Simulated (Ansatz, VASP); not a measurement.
# One calculation of SrEuMgWO6, two programs

The input INCAR:

```
SYSTEM = SrEuMgWO6
PREC = Accurate
ENCUT = 520
EDIFF = 1E-6
ISMEAR = 0
SIGMA = 0.1
LREAL = .False.
LASPH = .True.
NELM = 150
ALGO = Normal
ISIF = 2
LWAVE = .False.
LCHARG = .False.
ISPIN = 2
MAGMOM = 7 0 0 0 0 0 0 0 0 0
LORBIT = 11
LMAXMIX = 6
GGA = PS
NBANDS = 54
```

KPOINTS

```
regular mesh
0
Gamma
  4 4 4
  0 0 0
```

Contents of POSCAR:

```
SrEuMgWO6
1.0
    0.0000000000      4.0212716100      4.0212716100
    4.0212716100      0.0000000000      4.0212716100
    4.0212716100      4.0212716100      0.0000000000
Eu Mg O Sr W
1 1 6 1 1
Direct
    0.2500000000      0.2500000000      0.2500000000
    0.0000000000      0.0000000000      0.0000000000
    0.7435779400      0.2564220600      0.2564220600
    0.2564220600      0.7435779400      0.7435779400
    0.2564220600      0.7435779400      0.2564220600
    0.7435779400      0.2564220600      0.7435779400
    0.2564220600      0.2564220600      0.7435779400
    0.7435779400      0.7435779400      0.2564220600
    0.7500000000      0.7500000000      0.7500000000
    0.5000000000      0.5000000000      0.5000000000
```

Input for Ansatz:

```yaml
crystal:
  lattice:
    - [0.0, 4.02127161, 4.02127161]
    - [4.02127161, 0.0, 4.02127161]
    - [4.02127161, 4.02127161, 0.0]
  atoms:
    - { symbol: Eu, position: [0.25, 0.25, 0.25], spin: 7.0 }
    - { symbol: Mg, position: [0.0, 0.0, 0.0] }
    - { symbol: O, position: [0.74357794, 0.25642206, 0.25642206] }
    - { symbol: O, position: [0.25642206, 0.74357794, 0.74357794] }
    - { symbol: O, position: [0.25642206, 0.74357794, 0.25642206] }
    - { symbol: O, position: [0.74357794, 0.25642206, 0.74357794] }
    - { symbol: O, position: [0.25642206, 0.25642206, 0.74357794] }
    - { symbol: O, position: [0.74357794, 0.74357794, 0.25642206] }
    - { symbol: Sr, position: [0.75, 0.75, 0.75] }
    - { symbol: W, position: [0.5, 0.5, 0.5] }
basis:
  ecutwfc: 420
kpoints:
  mp_grid: { grid: [4, 4, 4] }
hamiltonian:
  xc: pbesol
scf:
  occupations: { method: gaussian, width: 0.1 }
  lower_state_search: "off"
output:
  forces: true
  stress: true
  eigenvalues: true
  populations: true
  hubbard: { sites: [{ species: Eu, l: f }] }
magnetization:
  spin_polarized: true
```

Alike in both runs: task single point; functional PBEsol; k mesh 4 × 4 × 4; occupations gaussian, width 0.1 eV; collinear spin.

```csv
,VASP,Ansatz
version,VASP 6.6.1,Ansatz 0.2.0
potentials or method,"VASP PAW PBE potentials, release 64 (Eu, Mg, O, Sr_sv, W_sv), cutoff 520 eV","scalar-relativistic, plane waves, PAW"
valence electrons in the cell,79,87
```

Ansatz gave:

```
gap on the k mesh at the Fermi level (eV)                     : 0.19
least direct gap on the mesh (eV)                             : 0.21
pressure (GPa)                                                : -10.5
rms of the force components (eV/Å)                            : 0.368
net moment per atom (μB)                                      : 0.70
size of the moment on the site where the two differ most (μB) : 6.70
```

**Question.** Which values does VASP return?

**Answer.** gap on the k mesh at the Fermi level (eV): 0.17; least direct gap on the mesh (eV): 0.19; pressure (GPa): -9.8; rms of the force components (eV/Å): 0.285; net moment per atom (μB): 0.70; size of the moment on the site where the two differ most (μB): 6.55.

VASP's potentials were made for PBE, not for PBEsol. Site moments also hang on the region over which each program counts them. Atom by atom the forces differ by 0.083 eV/Å (rms over components). VASP's potentials hold 79 valence electrons a cell and Ansatz's 87, so a difference there can come from the potentials and not from the codes.

Spin-orbit coupling is off throughout.
